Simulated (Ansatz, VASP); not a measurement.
**One calculation of ZrTi3Ge8, two programs**

```xyz
12
Lattice="2.5666 -4.3869 0.0000 2.5666 4.3869 0.0000 0.0000 0.0000 8.9417" Properties=species:S:1:pos:R:3 pbc="T T T"
Zr    2.5666    0.0000    0.0000
Ti    1.2833    2.1935    6.6969
Ti    1.2833   -2.1935    2.2448
Ti    0.0000    0.0000    4.4708
Ge    1.2637    0.7316    2.2864
Ge    3.8695    0.7316    6.6552
Ge    2.5666    1.4831    4.4708
Ge    2.5666   -2.9308    0.0000
Ge    2.5666   -1.4831    4.4708
Ge    2.5666    2.9308    0.0000
Ge    3.8695   -0.7316    2.2864
Ge    1.2637   -0.7316    6.6552
```

Alike in both runs: functional PBE; k mesh 8 × 8 × 4; occupations fermi-dirac, width 0.15 eV; no spin polarisation.

Ansatz relaxed the structure, and its values are those at the end. VASP's run is a single point on that final structure, the one shown.

|  | VASP | Ansatz |
| --- | --- | --- |
| version | VASP 6.6.1 | Ansatz 0.2.0 |
| potentials or method | VASP PAW PBE potentials, release 64 (Zr_sv, Ti_sv, Ge_d), cutoff 520 eV | scalar-relativistic, plane waves, PAW |
| valence electrons in the cell | 160 | 160 |

```csv
,VASP,Ansatz,Ansatz less VASP
gap on the k mesh at the Fermi level (eV),none,none,-
pressure (GPa),0.1,0.0,-0.12
```

A gap of «none» marks a metal or a gap that the smearing closes. With one functional, cell and mesh, what is left measures potentials, basis and numerics.
